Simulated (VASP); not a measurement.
Runs of VASP 6.6.1 on MgS. The structure is that of space group F-43m (No. 216), or close to it. The cells are those of the table. 

```tsv
level	cell	k mesh	smearing	grid for exact exchange (PRECFOCK)	screening parameter	gap on the mesh (eV)	pressure (GPa)
PBE	a = 4.053 Å, angles 59.2°, 2 atoms	8 × 8 × 8	fermi-dirac 0.02 eV	-	-	3.33	-0.1
r2SCAN	a = 4.015, b = 4.015, c = 3.942 Å, angles 60.6, 60.6, 58.8°, 2 atoms	8 × 8 × 8	gaussian 0.01 eV	-	-	(c)	0.3
r2SCAN	a = 4.053 Å, angles 59.2°, 2 atoms	8 × 8 × 8	gaussian 0.01 eV	-	-	3.99	-1.3
HSE06	a = 4.053 Å, angles 59.2°, 2 atoms	6 × 6 × 6	gaussian 0.01 eV	Normal	0.2079 1/Å	(b)	(a)
PBE	a = 4.015, b = 4.015, c = 3.942 Å, angles 60.6, 60.6, 58.8°, 2 atoms	8 × 8 × 8	fermi-dirac 0.02 eV	-	-	3.47	1.5
```

Alike in all rows: task single point; potentials or basis VASP PAW PBE potentials, release 64 (Mg, S); no spin polarisation; cutoff (eV) 520.

Task: Fill in the values left out.

Result: (a) -1.2; (b) 4.37; (c) 4.14.

Caveats: the PAW data sets were made with another functional, which shifts forces and pressure a little (some runs).

A k mesh can miss the band edges.
